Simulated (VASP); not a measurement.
Set up this calculation in VASP 6.6.1, as the native input.

| Quantity | Value |
| --- | --- |
| Task | single point |
| Functional | PBE |
| Potentials or basis | VASP PAW PBE potentials, release 64 (Si) |
| Cutoff | 520 eV |
| k mesh | 7 × 7 × 7 |
| Occupations | methfessel-paxton, width 0.02 eV |
| Spin | no spin polarisation |
| Dipole correction | no |
| Further INCAR settings | ALGO = Normal; EDIFF = 1e-06; NBANDS = 11 |

The structure of Si lies in POSCAR:

```
Si
1.0
    0.0000000000      2.7350810790      2.7350810790
    2.7350810790      0.0000000000      2.7350810790
    2.7350810790      2.7350810790      0.0000000000
Si
2
Direct
    0.7500000000      0.7500000000      0.7500000000
    0.5000000000      0.5000000000      0.5000000000
```

The input as run:

INCAR

```
SYSTEM = Si
ALGO     = Normal         ! electronic algorithm
EDIFF    = 1E-6           ! SCF threshold, eV
ENCUT    = 520            ! plane-wave cutoff, eV
GGA      = PE             ! functional
ISIF     = 2              ! what is computed and relaxed
ISMEAR   = 1              ! smearing method
LASPH    = .TRUE.         ! aspherical terms in the spheres
LCHARG   = .FALSE.        ! write CHGCAR
LREAL    = .FALSE.        ! projectors in reciprocal space
LWAVE    = .FALSE.        ! write WAVECAR
NBANDS   = 11             ! bands
NELM     = 60             ! most SCF steps
PREC     = Accurate       ! precision mode
SIGMA    = 0.02           ! smearing width, eV
```

KPOINTS

```
k-points
0
G
  7 7 7
  0 0 0
```

Potentials or basis: VASP PAW PBE potentials, release 64 (Si).

Run with:

```console
$ cat potpaw_PBE.64/Si/POTCAR > POTCAR
$ mpirun -np 1 vasp_std > vasp.out
```

It gave:

```
Pressure               : -0.1 GPa
Band gap on the k mesh : 0.61 eV (least direct gap 2.56 eV)
```

Caveat: an odd mesh through Γ misses points on the zone boundary, where band edges can lie.

It took 14 s on 1 thread of Intel Xeon 8259CL, on a shared host, peak memory 0.15 GiB.
